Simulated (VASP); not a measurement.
# K (Im-3m) in VASP: settings compared

Aim: see how the results for K move with the level of theory and the settings. Levels: PBEsol, BLYP, RPBE, revPBE. Tasks: single point.

All numbers are computed with VASP 6.6.1; they aren't measurements. Logs are shortened: lines on timing, memory, paths and dates and some standing lists are left out, and cuts for length are marked.

### 1 The cell of the first run

Symmetry: Im-3m, No. 229, cubic system. The conventional cell has a = 5.216 Å, b = 5.216 Å, c = 5.216 Å, α = 90.00°, β = 90.00°, γ = 90.00°.

### 2 Single point, PBEsol

INCAR reads:

```
SYSTEM = K
ALGO     = Normal         ! electronic algorithm
EDIFF    = 1E-6           ! SCF threshold, eV
ENCUT    = 520            ! plane-wave cutoff, eV
GGA      = PS             ! functional
ISIF     = 2              ! what is computed and relaxed
ISMEAR   = -1             ! smearing method
LASPH    = .True.         ! aspherical terms in the spheres
LCHARG   = .True.         ! write CHGCAR
LELF     = .True.         ! ELF
LREAL    = .False.        ! projectors in reciprocal space
LVHAR    = .True.       
LWAVE    = .False.        ! write WAVECAR
NBANDS   = 10             ! bands
NELM     = 100            ! most SCF steps
PREC     = Accurate       ! precision mode
SIGMA    = 0.05           ! smearing width, eV
```

KPOINTS reads:

```
k-points
0
Gamma
  7 7 7
  0 0 0
```

POSCAR reads:

```
K
1.0
   -2.6080288549      2.6080288549      2.6080288549
    2.6080288549     -2.6080288549      2.6080288549
    2.6080288549      2.6080288549     -2.6080288549
K
1
Direct
    0.0000000000      0.0000000000      0.0000000000
```

Potentials or basis: VASP PAW PBE potentials, release 64 (K_sv).

Command:

```bash
$ cat potpaw_PBE.64/K_sv/POTCAR > POTCAR
$ mpirun -np 1 vasp_std > vasp.out
```

OUTCAR:

```text
SYSTEM = K
   EDIFF = 1E-6
   ENCUT = 520
   GGA = PS
   ISIF = 2
   ISMEAR = -1
   LASPH = .True.
   LREAL = .False.
   NELM = 100
   PREC = Accurate

 ion  position               nearest neighbor table
   1  0.000  0.000  0.000-

  LATTYP: Found a body centered cubic cell.
 ALAT       =     5.2160577098

  Lattice vectors:

 A1 = (  -2.6080288549,   2.6080288549,   2.6080288549)
 A2 = (   2.6080288549,  -2.6080288549,   2.6080288549)
 A3 = (   2.6080288549,   2.6080288549,  -2.6080288549)

Analysis of symmetry for initial positions (statically):
=====================================================================
 Subroutine PRICEL returns:
 Original cell was already a primitive cell.

 Routine SETGRP: Setting up the symmetry group for a
 body centered cubic supercell.

 Subroutine GETGRP returns: Found 48 space group operations
 (whereof 48 operations were pure point group operations)
 out of a pool of 48 trial point group operations.

The static configuration has the point symmetry O_h .

Analysis of symmetry for dynamics (positions and initial velocities):
=====================================================================
 Subroutine PRICEL returns:
 Original cell was already a primitive cell.

 Routine SETGRP: Setting up the symmetry group for a
 body centered cubic supercell.

 Subroutine GETGRP returns: Found 48 space group operations
 (whereof 48 operations were pure point group operations)
 out of a pool of 48 trial point group operations.

The dynamic configuration has the point symmetry O_h .

 Subroutine INISYM returns: Found 48 space group operations
 (whereof 48 operations are pure point group operations),
 and found     1 'primitive' translations

----------------------------------------------------------------------------------------

                                     Primitive cell

  volume of cell :      70.9573

  direct lattice vectors                    reciprocal lattice vectors
    -2.608028855  2.608028855  2.608028855     0.000000000  0.191715670  0.191715670
     2.608028855 -2.608028855  2.608028855     0.191715670  0.000000000  0.191715670
     2.608028855  2.608028855 -2.608028855     0.191715670  0.191715670  0.000000000

  length of vectors
     4.517238484  4.517238484  4.517238484     0.271126901  0.271126901  0.271126901

  position of ions in fractional coordinates (direct lattice)
     0.000000000  0.000000000  0.000000000

  ion indices of the primitive-cell ions
   primitive index   ion index
                 1           1

----------------------------------------------------------------------------------------

 KPOINTS: k-points

Automatic generation of k-mesh.
 Grid dimensions read from file:
 generate k-points for:    7    7    7

 Generating k-lattice:

  Cartesian coordinates                     Fractional coordinates (reciprocal lattice)
     0.000000000  0.027387953  0.027387953     0.142857143  0.000000000  0.000000000
     0.027387953  0.000000000  0.027387953     0.000000000  0.142857143  0.000000000
     0.027387953  0.027387953  0.000000000     0.000000000  0.000000000  0.142857143

  Length of vectors
     0.038732414  0.038732414  0.038732414

  Shift w.r.t. Gamma in fractional coordinates (k-lattice)
     0.000000000  0.000000000  0.000000000

 Subroutine IBZKPT returns following result:
 ===========================================

 Found     20 irreducible k-points:

 Following reciprocal coordinates:
            Coordinates               Weight
  0.000000  0.000000  0.000000      1.000000
  0.142857  0.000000  0.000000     12.000000
  0.285714  0.000000  0.000000     12.000000
  0.428571  0.000000  0.000000     12.000000
  0.142857  0.142857  0.000000     24.000000
  0.285714  0.142857 -0.000000     48.000000
[... 12 lines left out ...]
 -0.428571 -0.428571  0.285714      8.000000
 -0.428571  0.428571  0.428571      6.000000
   k-points           NKPTS =     20   k-points in BZ     NKDIM =     20   number of bands    NBANDS=     10
   number of dos      NEDOS =    301   number of ions     NIONS =      1
   total plane-waves  NPLWV =  46656
   dimension x,y,z NGX =    36 NGY =   36 NGZ =   36
   dimension x,y,z NGXF=    72 NGYF=   72 NGZF=   72
   ions per type =               1
   NGX,Y,Z   is equivalent  to a cutoff of  13.25, 13.25, 13.25 a.u.
   NGXF,Y,Z  is equivalent  to a cutoff of  26.50, 26.50, 26.50 a.u.
 SYSTEM =  K
   PREC   = accura    normal or accurate (medium, high low for compatibility)
   ISTART =      0    job   : 0-new  1-cont  2-samecut
   ICHARG =      2    charge: 1-file 2-atom 10-const
   ISPIN  =      1    spin polarized calculation?
   LNONCOLLINEAR =      F non collinear calculations
   LSORBIT =      F    spin-orbit coupling
   LASPH  =      T    aspherical Exc in radial PAW
   ENCUT  =  520.0 eV  38.22 Ry    6.18 a.u.   8.40  8.40  8.40*2*pi/ulx,y,z
   NELM   =    100;   NELMIN=  2; NELMDL= -5     # of ELM steps
   EDIFF  = 0.1E-05   stopping-criterion for ELM
   LREAL  =      F    real-space projection
   EDIFFG = 0.1E-04   stopping-criterion for IOM
   NSW    =      0    number of steps for IOM
   IBRION =     -1    ionic relax: 0-MD 1-quasi-New 2-CG
   NFREE  =      0    steps in history (QN), initial steepest desc. (CG)
   ISIF   =      2    stress and relaxation
   ISYM   =      2    0-nonsym 1-usesym 2-fastsym
   POTIM  = 0.5000    time-step for ionic-motion
   TEBEG  =    0.0;   TEEND  =   0.0 temperature during run
   PSTRESS=    0.0 pullay stress
   NELECT =       9.0000    total number of electrons
   NUPDOWN=      -1.0000    fix difference up-down
   EMIN   =  10.00;   EMAX   =-10.00  energy-range for DOS
   EFERMI =   0.00;   METHOD = LEGACY
   ISMEAR =    -1;   SIGMA  =   0.05  broadening in eV -4-tet -1-fermi 0-gaus
   EFERMI_NEDOS =   21; number of points for ismear=-14 and -15
   IALGO  =     38    algorithm
   IMIX   =      4    mixing-type and parameters
     AMIX     =   0.40;   BMIX     =  1.00
     AMIX_MAG =   1.60;   BMIX_MAG =  1.00
  volume/ion in A,a.u.               =      70.96       478.84
  Fermi-wavevector in a.u.,A,eV,Ry     =   0.822539  1.554374  9.205304  0.676571
  Thomas-Fermi vector in A             =   1.933892
   LORBIT       =      0    0 simple, 1 ext, 2 COOP (PROOUT), +10 PAW based schemes
   GGA     = PS    functional components
   LHFCALC =     F    Hartree Fock is set to
   AEXX    =    0.0000 exact exchange contribution
   IVDW    =     0    specifies the selected vdW correction
   LEPSILON=     F    determine dielectric tensor
   LRPA    =     F    only Hartree local field effects (RPA)
 non-spin polarized calculation
  energy-cutoff  :      520.00
  volume of cell :       70.96
 maximum number of plane-waves:      1961
 NGX is ok and might be reduce to    36
   NGX = 17   NGY = 17   NGZ = 17

 number of electron       9.0000000 magnetization

 Free energy of the ion-electron system (eV)
  ---------------------------------------------------
  ext. energy  EPLUGINS =         0.00000000
  ---------------------------------------------------
  free energy    TOTEN  =        -1.13844081 eV

  energy without entropy =       -1.13157705  energy(sigma->0) =       -1.13500893

 E-fermi :  -0.1013     XC(G=0):  -5.7864

 val. band max:       -0.1684215017   @ k =  -0.2857   0.4286   0.1429
 cond. band min:       0.0349695065   @ k =  -0.4286   0.4286   0.1429
 fundamental gap:      0.2033910081
 Fermi energy:        -0.1012701971

 k-point     1 :       0.0000    0.0000    0.0000
  band No.  band energies     occupation
      1     -32.0603      2.00000
      2     -15.5674      2.00000
      3     -15.5674      2.00000
      4     -15.5674      2.00000
      5      -2.2993      2.00000
      6       4.2413      0.00000
      7       4.2413      0.00000
      8       4.2413      0.00000
      9       5.1841      0.00000
     10       5.1841      0.00000

 k-point     2 :       0.1429    0.0000    0.0000
  band No.  band energies     occupation
      1     -32.0594      2.00000
      2     -15.5824      2.00000
      3     -15.5724      2.00000
      4     -15.5674      2.00000
      5      -2.0397      2.00000
      6       3.7842      0.00000
      7       3.9393      0.00000
      8       4.4522      0.00000
      9       4.9321      0.00000
     10       5.1328      0.00000

 k-point     3 :       0.2857    0.0000    0.0000
  band No.  band energies     occupation
      1     -32.0572      2.00000
      2     -15.6155      2.00000
      3     -15.5834      2.00000
      4     -15.5674      2.00000
      5      -1.2968      2.00000
      6       2.5370      0.00000
      7       3.4368      0.00000
      8       5.0273      0.00000
      9       5.0664      0.00000
     10       5.1728      0.00000

 k-point     4 :       0.4286    0.0000    0.0000
  band No.  band energies     occupation
      1     -32.0556      2.00000
      2     -15.6416      2.00000
      3     -15.5923      2.00000
      4     -15.5674      2.00000
      5      -0.1815      1.66552
      6       1.1776      0.00000
      7       3.1267      0.00000
      8       4.9149      0.00000
      9       5.5117      0.00000
     10       6.0297      0.00000
[... 170 lines left out ...]
 k-point    18 :      -0.4286    0.4286    0.2857
  band No.  band energies     occupation
      1     -32.0531      2.00000
      2     -15.6291      2.00000
      3     -15.6105      2.00000
      4     -15.6023      2.00000
      5       0.5995      0.00000
      6       1.6695      0.00000
      7       3.1443      0.00000
      8       3.3404      0.00000
      9       4.3955      0.00000
     10       6.0171      0.00000

 k-point    19 :      -0.4286   -0.4286    0.2857
  band No.  band energies     occupation
      1     -32.0524      2.00000
      2     -15.6245      2.00000
      3     -15.6245      2.00000
      4     -15.6048      2.00000
      5       1.3564      0.00000
      6       1.3564      0.00000
      7       2.4852      0.00000
      8       4.0022      0.00000
      9       4.0022      0.00000
     10       5.8931      0.00000

 k-point    20 :      -0.4286    0.4286    0.4286
  band No.  band energies     occupation
      1     -32.0518      2.00000
      2     -15.6230      2.00000
      3     -15.6206      2.00000
      4     -15.6206      2.00000
      5       1.2686      0.00000
      6       1.6696      0.00000
      7       3.4428      0.00000
      8       3.4428      0.00000
      9       3.4590      0.00000
     10       6.1737      0.00000

------------------------ aborting loop because EDIFF is reached ----------------------------------------

  FORCE on cell =-STRESS in cart. coord.  units (eV):
  Direction    XX          YY          ZZ          XY          YZ          ZX
  --------------------------------------------------------------------------------------
  -------------------------------------------------------------------------------------
  Total       -0.0076970     -0.0076970     -0.0076970      0.0000000     -0.0000000      0.0000000
  in kB       -0.1737949     -0.1737949     -0.1737949      0.0000000     -0.0000000      0.0000000
  external PRESSURE =      -0.1737949 kB  Pullay stress =       0.0000000 kB

 VOLUME and BASIS-vectors are now :
 -----------------------------------------------------------------------------
  energy-cutoff  :      520.00
  volume of cell :       70.96
      direct lattice vectors                 reciprocal lattice vectors
    -2.608028855  2.608028855  2.608028855     0.000000000  0.191715670  0.191715670
     2.608028855 -2.608028855  2.608028855     0.191715670  0.000000000  0.191715670
     2.608028855  2.608028855 -2.608028855     0.191715670  0.191715670  0.000000000

 POSITION                                       TOTAL-FORCE (eV/Angst)
 -----------------------------------------------------------------------------------
      0.00000      0.00000      0.00000         0.000000     -0.000000      0.000000
 -----------------------------------------------------------------------------------
    total drift:                               -0.000000      0.000000      0.000000

  FREE ENERGIE OF THE ION-ELECTRON SYSTEM (eV)
  ---------------------------------------------------
  free  energy   TOTEN  =        -1.1384408142 eV

  energy  without entropy=       -1.1315770539  energy(sigma->0) =       -1.13500893
```

Wall time 14 s (1 thread of Intel Xeon Platinum 8259CL at 2.50GHz (Skylake/Cascade Lake), shared host); peak memory 0.19 GiB.

What came out:

- Free energy: -1.1384 eV
- Pressure: 0.0 GPa

Levels at points of the mesh, in eV from the Fermi level:
| k point | band 3 | band 4 | band 5 | band 6 | band 7 | band 8 |
| --- | --- | --- | --- | --- | --- | --- |
| (0.00, 0.00, 0.00) | -15.47 | -15.47 | -2.20 | 4.34 | 4.34 | 4.34 |

Caveat: the PAW data sets were made with another functional, which shifts forces and pressure a little.

### 3 Single point, BLYP

This run uses another cell than the first one, of 75.37 Å³/atom, 1.062 times its volume.

INCAR reads:

```
SYSTEM = K
PREC     = Accurate       ! precision mode
ENCUT    = 520            ! plane-wave cutoff, eV
EDIFF    = 1E-7           ! SCF threshold, eV
ISMEAR   = -1             ! smearing method
SIGMA    = 0.05           ! smearing width, eV
LREAL    = .FALSE.        ! projectors in reciprocal space
LASPH    = .TRUE.         ! aspherical terms in the spheres
NELM     = 60             ! most SCF steps
ALGO     = Normal         ! electronic algorithm
ISIF     = 2              ! what is computed and relaxed
LWAVE    = .FALSE.        ! write WAVECAR
LCHARG   = .TRUE.         ! write CHGCAR
GGA      = B5             ! functional
ALDAX    = 1.0          
AGGAX    = 1.0          
AGGAC    = 1.0          
ALDAC    = 0.0          
LELF     = .TRUE.         ! ELF
LVHAR    = .TRUE.       
NBANDS   = 10             ! bands
```

KPOINTS reads:

```
Automatic mesh
0
G
  7 7 7
  0 0 0
```

POSCAR reads:

```
K
1.0
   -2.6609547105      2.6609547105      2.6609547105
    2.6609547105     -2.6609547105      2.6609547105
    2.6609547105      2.6609547105     -2.6609547105
K
1
Direct
    0.0000000000      0.0000000000      0.0000000000
```

Potentials or basis: VASP PAW PBE potentials, release 64 (K_sv).

Command:

```bash
$ cat potpaw_PBE.64/K_sv/POTCAR > POTCAR
$ mpirun -np 1 vasp_std > vasp.out
```

Run time: 27 s. Hardware: 1 thread of Intel Xeon Platinum 8259CL at 2.50GHz (Skylake/Cascade Lake), shared host; peak memory 0.19 GiB.

The run converged. Its results:

```yaml
Free_energy: -0.7083 eV
Pressure: 0.0 GPa
```

Levels at points of the mesh, in eV from the Fermi level:
| k point | band 1 | band 2 | band 3 | band 4 | band 5 | band 6 | band 7 | band 8 | band 9 | band 10 |
| --- | --- | --- | --- | --- | --- | --- | --- | --- | --- | --- |
| (0.00, 0.00, 0.00) | -32.27 | -15.81 | -15.81 | -15.81 | -2.12 | 4.03 | 4.03 | 4.03 | 4.92 | 4.92 |

Caveat: the PAW data sets were made with another functional, which shifts forces and pressure a little.

### 4 Single point, RPBE

This run uses another cell than the first one, of 80.30 Å³/atom, 1.132 times its volume.

INCAR reads:

```
ALGO     = Normal         # electronic algorithm
EDIFF    = 1E-6           # SCF threshold, eV
ENCUT    = 520            # plane-wave cutoff, eV
GGA      = RP             # functional
ISIF     = 2              # what is computed and relaxed
ISMEAR   = -1             # smearing method
LASPH    = T              # aspherical terms in the spheres
LCHARG   = F              # write CHGCAR
LREAL    = F              # projectors in reciprocal space
LWAVE    = F              # write WAVECAR
NBANDS   = 10             # bands
NELM     = 80             # most SCF steps
PREC     = Accurate       # precision mode
SIGMA    = 0.05           # smearing width, eV
```

KPOINTS reads:

```
k-points
0
Gamma
  7 7 7
```

POSCAR reads:

```
K
1.0
   -2.7177661110      2.7177661110      2.7177661110
    2.7177661110     -2.7177661110      2.7177661110
    2.7177661110      2.7177661110     -2.7177661110
K
1
Direct
    0.0000000000      0.0000000000      0.0000000000
```

Command:

```bash
$ cat potpaw_PBE.64/K_sv/POTCAR > POTCAR
$ mpirun -np 1 vasp_std > vasp.out
```

Wall time 10 s (1 thread of Intel Xeon Platinum 8259CL at 2.50GHz (Skylake/Cascade Lake), shared host); peak memory 0.2 GiB.

It converged, with:

```yaml
Free_energy: -0.9443 eV
Pressure: 0.0 GPa
```

Levels at points of the mesh, in eV from the Fermi level:
| k point | band 2 | band 3 | band 4 | band 5 | band 6 | band 7 | band 8 | band 9 |
| --- | --- | --- | --- | --- | --- | --- | --- | --- |
| (0.00, 0.00, 0.00) | -15.71 | -15.71 | -15.71 | -2.02 | 4.26 | 4.26 | 4.26 | 5.10 |

Caveat: the PAW data sets were made with another functional, which shifts forces and pressure a little.

### 5 Single point, revPBE

This run uses another cell than the first one, of 78.52 Å³/atom, 1.107 times its volume.

INCAR reads:

```
SYSTEM = K
PREC     = Accurate       ! precision mode
ENCUT    = 520            ! plane-wave cutoff, eV
EDIFF    = 1E-6           ! SCF threshold, eV
ISMEAR   = -1             ! smearing method
SIGMA    = 0.05           ! smearing width, eV
LREAL    = .FALSE.        ! projectors in reciprocal space
LASPH    = .TRUE.         ! aspherical terms in the spheres
NELM     = 100            ! most SCF steps
ALGO     = Fast           ! electronic algorithm
ISIF     = 2              ! what is computed and relaxed
LWAVE    = .FALSE.        ! write WAVECAR
LCHARG   = .FALSE.        ! write CHGCAR
GGA      = RE             ! functional
NBANDS   = 10             ! bands
```

KPOINTS reads:

```
regular mesh
0
G
  7 7 7
  0 0 0
```

POSCAR reads:

```
K
1.0
   -2.6975585167      2.6975585167      2.6975585167
    2.6975585167     -2.6975585167      2.6975585167
    2.6975585167      2.6975585167     -2.6975585167
K
1
Direct
    0.0000000000      0.0000000000      0.0000000000
```

Command:

```bash
$ cat potpaw_PBE.64/K_sv/POTCAR > POTCAR
$ mpirun -np 1 vasp_std > vasp.out
```

Wall time 13 s (1 thread of Intel Xeon Platinum 8259CL at 2.50GHz (Skylake/Cascade Lake), shared host); peak memory 0.19 GiB.

Results (log left out):

```
Free energy : -0.9519 eV
Pressure    : 0.0 GPa
```

Levels at points of the mesh, in eV from the Fermi level:
```csv
k point,band 3,band 4,band 5,band 6,band 7,band 8
"(0.00, 0.00, 0.00)",-15.68,-15.68,-2.05,4.28,4.28,4.28
```

Caveat: the PAW data sets were made with another functional, which shifts forces and pressure a little.

### 6 The runs side by side

| level | cell | gap on the mesh (eV) | pressure (GPa) |
| --- | --- | --- | --- |
| PBEsol | a = 4.517 Å, angles 109.5°, 1 atom | none | 0.0 |
| BLYP | a = 4.609 Å, angles 109.5°, 1 atom | none | 0.0 |
| RPBE | a = 4.707 Å, angles 109.5°, 1 atom | none | 0.0 |
| revPBE | a = 4.672 Å, angles 109.5°, 1 atom | none | 0.0 |

Alike in all rows: task single point; potentials or basis VASP PAW PBE potentials, release 64 (K_sv); no spin polarisation; k mesh 7 × 7 × 7; cutoff (eV) 520; smearing fermi-dirac 0.05 eV.

Caveats: the PAW data sets were made with another functional, which shifts forces and pressure a little.

Absolute energies hang on the potentials; compare differences alone.
